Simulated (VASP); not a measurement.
# BN (R3m) in VASP: a series of runs

The runs below take BN through single point, with LDA.

Everything below comes from runs of VASP 6.6.1. Logs are shortened: lines on timing, memory, paths and dates and some standing lists are left out, and cuts for length are marked.

## (1) The cell of the first run

Symmetry: R3m, No. 160, trigonal system. Conventional cell: a = 2.702 Å, b = 2.702 Å, c = 10.119 Å, α = 90.00°, β = 90.00°, γ = 120.00°. B (site symmetry 3m) has 3 N at 1.56 Å within 2.1 Å. N (site symmetry 3m) has 3 B at 1.56 Å within 2.1 Å.

## (2) Single point, LDA (strain +0.080 along x and y, +0.000 along z)

The input, INCAR:

```
SYSTEM = BN
  ALGO = Normal
  EDIFF = 1E-6
  ENCUT = 600
  GGA = CA
  GGA_COMPAT = .False.
  ISIF = 2
  ISMEAR = 0
  LASPH = .True.
  LCHARG = .False.
  LREAL = .False.
  LWAVE = .False.
  NBANDS = 11
  NELM = 120
  PREC = Accurate
  SIGMA = 0.05
```

The input, KPOINTS:

```
k-points
0
Gamma
  12 12 12
  0 0 0
```

The input, POSCAR:

```
BN
1.0
    1.3512115259      0.7801223382      3.3729344033
   -1.3512115259      0.7801223382      3.3729344033
    0.0000000000     -1.5602446764      3.3729344033
B N
1 1
Direct
    0.9996712000      0.9996712000      0.9996712000
    0.3327618000      0.3327618000      0.3327618000
```

Potentials or basis: VASP PAW LDA potentials, release 64 (B, N).

Run with:

```sh
$ cat potpaw_LDA.64/B/POTCAR potpaw_LDA.64/N/POTCAR > POTCAR
$ mpirun -np 1 vasp_std > vasp.out
```

OUTCAR:

```text
SYSTEM = BN
   EDIFF = 1E-6
   ENCUT = 600
   GGA = CA
   ISIF = 2
   ISMEAR = 0
   LASPH = .True.
   LREAL = .False.
   NELM = 120
   PREC = Accurate

 ion  position               nearest neighbor table
   1  1.000  1.000  1.000-   2 1.56   2 1.56   2 1.56
   2  0.333  0.333  0.333-   1 1.56   1 1.56   1 1.56

  LATTYP: Found a trigonal (rhomboedric) cell.
 ALAT       =     3.7163220984
 COS(alpha) =     0.7356069820

  Lattice vectors:

 A1 = (   1.3512115259,   0.7801223382,   3.3729344033)
 A2 = (  -1.3512115259,   0.7801223382,   3.3729344033)
 A3 = (   0.0000000000,  -1.5602446764,   3.3729344033)

Analysis of symmetry for initial positions (statically):
=====================================================================
 Subroutine PRICEL returns:
 Original cell was already a primitive cell.

 Routine SETGRP: Setting up the symmetry group for a
 trigonal (rhombohedral) supercell.

 Subroutine GETGRP returns: Found  6 space group operations
 (whereof  6 operations were pure point group operations)
 out of a pool of 12 trial point group operations.

The static configuration has the point symmetry C_3v.

Analysis of symmetry for dynamics (positions and initial velocities):
=====================================================================
 Subroutine PRICEL returns:
 Original cell was already a primitive cell.

 Routine SETGRP: Setting up the symmetry group for a
 trigonal (rhombohedral) supercell.

 Subroutine GETGRP returns: Found  6 space group operations
 (whereof  6 operations were pure point group operations)
 out of a pool of 12 trial point group operations.

The dynamic configuration has the point symmetry C_3v.

 Subroutine INISYM returns: Found  6 space group operations
 (whereof  6 operations are pure point group operations),
 and found     1 'primitive' translations

----------------------------------------------------------------------------------------

                                     Primitive cell

  volume of cell :      21.3327

  direct lattice vectors                    reciprocal lattice vectors
     1.351211526  0.780122338  3.372934403     0.370038288  0.213641705  0.098825916
    -1.351211526  0.780122338  3.372934403    -0.370038288  0.213641705  0.098825916
     0.000000000 -1.560244676  3.372934403     0.000000000 -0.427283411  0.098825916

  length of vectors
     3.716322098  3.716322098  3.716322098     0.438563194  0.438563194  0.438563194

  position of ions in fractional coordinates (direct lattice)
     0.999671200  0.999671200  0.999671200
     0.332761800  0.332761800  0.332761800

  ion indices of the primitive-cell ions
   primitive index   ion index
                 1           1
                 2           2

----------------------------------------------------------------------------------------

 KPOINTS: k-points

Automatic generation of k-mesh.
 Grid dimensions read from file:
 generate k-points for:   12   12   12

 Generating k-lattice:

  Cartesian coordinates                     Fractional coordinates (reciprocal lattice)
     0.030836524  0.017803475  0.008235493     0.083333333  0.000000000  0.000000000
    -0.030836524  0.017803475  0.008235493     0.000000000  0.083333333  0.000000000
     0.000000000 -0.035606951  0.008235493     0.000000000  0.000000000  0.083333333

  Length of vectors
     0.036546933  0.036546933  0.036546933

  Shift w.r.t. Gamma in fractional coordinates (k-lattice)
     0.000000000  0.000000000  0.000000000

 Subroutine IBZKPT returns following result:
 ===========================================

 Found    189 irreducible k-points:

 Following reciprocal coordinates:
            Coordinates               Weight
  0.000000  0.000000  0.000000      1.000000
  0.083333 -0.000000  0.000000      6.000000
  0.166667  0.000000  0.000000      6.000000
  0.250000  0.000000 -0.000000      6.000000
  0.333333 -0.000000 -0.000000      6.000000
  0.416667 -0.000000 -0.000000      6.000000
[... 16 lines left out ...]
  0.500000  0.166667 -0.000000     12.000000
 -0.416667  0.166667  0.000000     12.000000
 [... further k-points ...]
   k-points           NKPTS =    189   k-points in BZ     NKDIM =    189   number of bands    NBANDS=     11
   number of dos      NEDOS =    301   number of ions     NIONS =      2
   total plane-waves  NPLWV =  27000
   dimension x,y,z NGX =    30 NGY =   30 NGZ =   30
   dimension x,y,z NGXF=    60 NGYF=   60 NGZF=   60
   ions per type =               1   1
   NGX,Y,Z   is equivalent  to a cutoff of  13.42, 13.42, 13.42 a.u.
   NGXF,Y,Z  is equivalent  to a cutoff of  26.84, 26.84, 26.84 a.u.
 SYSTEM =  BN
   PREC   = accura    normal or accurate (medium, high low for compatibility)
   ISTART =      0    job   : 0-new  1-cont  2-samecut
   ICHARG =      2    charge: 1-file 2-atom 10-const
   ISPIN  =      1    spin polarized calculation?
   LNONCOLLINEAR =      F non collinear calculations
   LSORBIT =      F    spin-orbit coupling
   LASPH  =      T    aspherical Exc in radial PAW
   ENCUT  =  600.0 eV  44.10 Ry    6.64 a.u.   7.42  7.42  7.42*2*pi/ulx,y,z
   NELM   =    120;   NELMIN=  2; NELMDL= -5     # of ELM steps
   EDIFF  = 0.1E-05   stopping-criterion for ELM
   LREAL  =      F    real-space projection
   EDIFFG = 0.1E-04   stopping-criterion for IOM
   NSW    =      0    number of steps for IOM
   IBRION =     -1    ionic relax: 0-MD 1-quasi-New 2-CG
   NFREE  =      0    steps in history (QN), initial steepest desc. (CG)
   ISIF   =      2    stress and relaxation
   ISYM   =      2    0-nonsym 1-usesym 2-fastsym
   POTIM  = 0.5000    time-step for ionic-motion
   TEBEG  =    0.0;   TEEND  =   0.0 temperature during run
   PSTRESS=    0.0 pullay stress
   NELECT =       8.0000    total number of electrons
   NUPDOWN=      -1.0000    fix difference up-down
   EMIN   =  10.00;   EMAX   =-10.00  energy-range for DOS
   EFERMI =   0.00;   METHOD = LEGACY
   ISMEAR =     0;   SIGMA  =   0.05  broadening in eV -4-tet -1-fermi 0-gaus
   EFERMI_NEDOS =   21; number of points for ismear=-14 and -15
   IALGO  =     38    algorithm
   IMIX   =      4    mixing-type and parameters
     AMIX     =   0.40;   BMIX     =  1.00
     AMIX_MAG =   1.60;   BMIX_MAG =  1.00
  volume/ion in A,a.u.               =      10.67        71.98
  Fermi-wavevector in a.u.,A,eV,Ry     =   1.180565  2.230944 18.962886  1.393733
  Thomas-Fermi vector in A             =   2.316855
   LORBIT       =      0    0 simple, 1 ext, 2 COOP (PROOUT), +10 PAW based schemes
   GGA     = CA    functional components
   LHFCALC =     F    Hartree Fock is set to
   AEXX    =    0.0000 exact exchange contribution
   IVDW    =     0    specifies the selected vdW correction
   LEPSILON=     F    determine dielectric tensor
   LRPA    =     F    only Hartree local field effects (RPA)
 non-spin polarized calculation
 Gauss-broadening in eV      SIGMA  =   0.05
  energy-cutoff  :      600.00
  volume of cell :       21.33
 maximum number of plane-waves:       733
 NGX is ok and might be reduce to    30
   NGX = 15   NGY = 15   NGZ = 15

 number of electron       8.0000000 magnetization

 Free energy of the ion-electron system (eV)
  ---------------------------------------------------
  ext. energy  EPLUGINS =         0.00000000
  ---------------------------------------------------
  free energy    TOTEN  =       -18.56501441 eV

  energy without entropy =      -18.56501441  energy(sigma->0) =      -18.56501441

 E-fermi :   1.3419     XC(G=0):  -9.9588

 val. band max:        1.1005478394   @ k =  -0.3333   0.2500   0.0000
 cond. band min:       4.7281278941   @ k =   0.5000   0.5000   0.0000
 fundamental gap:      3.6275800547
 Fermi energy:         1.3418701892

 k-point     1 :       0.0000    0.0000    0.0000
  band No.  band energies     occupation
      1     -15.2044      2.00000
      2      -1.9593      2.00000
      3      -0.4146      2.00000
      4      -0.4146      2.00000
      5       5.6830      0.00000
      6      10.8371      0.00000
      7      10.8371      0.00000
      8      11.5782      0.00000
      9      12.4778      0.00000
     10      23.2040      0.00000
     11      26.3910      0.00000

 k-point     2 :       0.0833   -0.0000    0.0000
  band No.  band energies     occupation
      1     -15.0881      2.00000
      2      -1.8480      2.00000
      3      -0.9332      2.00000
      4      -0.6156      2.00000
      5       5.9773      0.00000
      6      10.7609      0.00000
      7      11.2369      0.00000
      8      11.3023      0.00000
      9      12.8366      0.00000
     10      23.4761      0.00000
     11      24.3444      0.00000

 k-point     3 :       0.1667    0.0000    0.0000
  band No.  band energies     occupation
      1     -14.7469      2.00000
      2      -2.2100      2.00000
      3      -1.5067      2.00000
      4      -1.1099      2.00000
      5       6.6714      0.00000
      6      10.2684      0.00000
      7      10.6756      0.00000
      8      12.5672      0.00000
      9      13.7585      0.00000
     10      21.6756      0.00000
     11      23.5145      0.00000

 k-point     4 :       0.2500    0.0000   -0.0000
  band No.  band energies     occupation
      1     -14.2094      2.00000
      2      -3.7680      2.00000
      3      -1.6898      2.00000
      4      -0.9746      2.00000
      5       7.4199      0.00000
      6       9.0793      0.00000
      7      10.6661      0.00000
      8      14.3457      0.00000
      9      14.9163      0.00000
     10      19.6920      0.00000
     11      22.1098      0.00000
[... 239 lines left out ...]
 k-point    22 :       0.4167    0.1667    0.0000
  band No.  band energies     occupation
      1     -13.2404      2.00000
      2      -5.2741      2.00000
      3      -3.2478      2.00000
      4      -0.3305      2.00000
      5       6.8664      0.00000
      6      10.1502      0.00000
      7      11.9837      0.00000
      8      14.0524      0.00000
      9      16.5385      0.00000
     10      18.3937      0.00000
     11      21.1845      0.00000

 k-point    23 :       0.5000    0.1667   -0.0000
  band No.  band energies     occupation
      1     -12.6665      2.00000
      2      -6.2446      2.00000
      3      -3.6937      2.00000
      4       0.3996      2.00000
      5       5.9820      0.00000
      6      10.4911      0.00000
      7      12.6148      0.00000
      8      14.4068      0.00000
      9      16.6330      0.00000
     10      18.3958      0.00000
     11      20.6971      0.00000

 k-point    24 :      -0.4167    0.1667    0.0000
  band No.  band energies     occupation
      1     -12.4292      2.00000
      2      -6.6327      2.00000
      3      -3.8433      2.00000
      4       0.8874      2.00000
      5       5.5376      0.00000
      6      10.4090      0.00000
      7      12.8975      0.00000
      8      14.0893      0.00000
      9      16.8344      0.00000
     10      18.5191      0.00000
     11      20.7578      0.00000

 [... further k-points ...]
[... 5 lines left out ...]
  --------------------------------------------------------------------------------------
  -------------------------------------------------------------------------------------
  Total       -8.3315610     -8.3315610     -0.1631931      0.0000000      0.0000000      0.0000000
  in kB     -625.7368902   -625.7368902    -12.2565223      0.0000000      0.0000000      0.0000000
  external PRESSURE =    -421.2434342 kB  Pullay stress =       0.0000000 kB

 VOLUME and BASIS-vectors are now :
 -----------------------------------------------------------------------------
  energy-cutoff  :      600.00
  volume of cell :       21.33
      direct lattice vectors                 reciprocal lattice vectors
     1.351211526  0.780122338  3.372934403     0.370038288  0.213641705  0.098825916
    -1.351211526  0.780122338  3.372934403    -0.370038288  0.213641705  0.098825916
     0.000000000 -1.560244676  3.372934403     0.000000000 -0.427283411  0.098825916

 POSITION                                       TOTAL-FORCE (eV/Angst)
 -----------------------------------------------------------------------------------
      0.00000      0.00000     10.11548         0.000000     -0.000000      0.018663
      0.00000      0.00000      3.36715         0.000000      0.000000     -0.018663
 -----------------------------------------------------------------------------------
    total drift:                                0.000000      0.000000      0.000055

  FREE ENERGIE OF THE ION-ELECTRON SYSTEM (eV)
  ---------------------------------------------------
  free  energy   TOTEN  =       -18.5650144144 eV

  energy  without entropy=      -18.5650144144  energy(sigma->0) =      -18.56501441
```

It took 2.1 min on 1 thread of Intel Xeon 8259CL, shared host; peak memory 0.18 GiB.

What came out:

| Property | Result |
| --- | --- |
| Free energy | -18.5650 eV |
| Pressure | -42.1 GPa |
| Largest force | 0.019 eV/Å |
| Band gap on the k mesh | 3.63 eV, indirect (least direct gap 4.00 eV) |

Forces on the atoms (eV/Å):
```
B    0.000  0.000  0.019
N    0.000  0.000 -0.019
```

Caveat: the cell differs from its parent crystal (strain +0.080 along x and y, +0.000 along z).

## (3) Single point, LDA (strain +0.040 along x and y, +0.080 along z)

The input, INCAR:

```
PREC = Accurate ; ENCUT = 600
EDIFF = 1E-6 ; ISMEAR = 0
SIGMA = 0.05 ; LREAL = False
LASPH = True ; NELM = 120
ALGO = Normal ; ISIF = 2
LWAVE = False ; LCHARG = True
LELF = True ; LVHAR = True
NBANDS = 11 ; GGA_COMPAT = False
```

The input, KPOINTS:

```
regular mesh
0
Gamma
  12 12 12
```

The input, POSCAR:

```
BN
1.0
    1.3011666545      0.7512289182      3.6427691556
   -1.3011666545      0.7512289182      3.6427691556
    0.0000000000     -1.5024578365      3.6427691556
B N
1 1
Direct
    0.9996712000      0.9996712000      0.9996712000
    0.3327618000      0.3327618000      0.3327618000
```

Potentials or basis: VASP PAW LDA potentials, release 64 (B, N).

Run with:

```sh
$ cat potpaw_LDA.64/B/POTCAR potpaw_LDA.64/N/POTCAR > POTCAR
$ mpirun -np 1 vasp_std > vasp.out
```

It took 2 min on 1 thread of Intel Xeon 8259CL, shared host; peak memory 0.18 GiB.

Results (log left out):

```yaml
Free_energy: -19.0555 eV
Pressure: -25.3 GPa
Largest_force: 0.020 eV/Å
Band_gap_on_the_k_mesh: 4.01 eV, indirect (least direct gap 4.26 eV)
```

Forces on the atoms (eV/Å):
```
B    0.000  0.000 -0.020
N    0.000  0.000  0.020
```

Stress tensor (GPa, compression positive):
```
-37.13   0.00   0.00
  0.00 -37.13   0.00
  0.00   0.00  -1.62
```

Levels at points of the mesh, in eV from the valence-band top:
```csv
k point,band 1,band 2,band 3,band 4,band 5,band 6,band 7,band 8
"(0.00, 0.00, 0.00)",-16.85,-3.97,-1.44,-1.44,4.44,10.58,10.58,11.52
"(0.50, 0.00, 0.00)",-14.01,-8.43,-3.94,-0.60,4.76,8.65,11.82,13.54
"(0.50, 0.50, 0.00)",-13.97,-8.35,-3.97,-1.00,4.01,8.70,12.79,15.50
"(0.50, 0.50, 0.50)",-16.69,-5.42,-1.45,-1.45,8.66,10.06,10.54,10.54
```

Caveat: the cell differs from its parent crystal (strain +0.040 along x and y, +0.080 along z). A k mesh can miss the band edges.
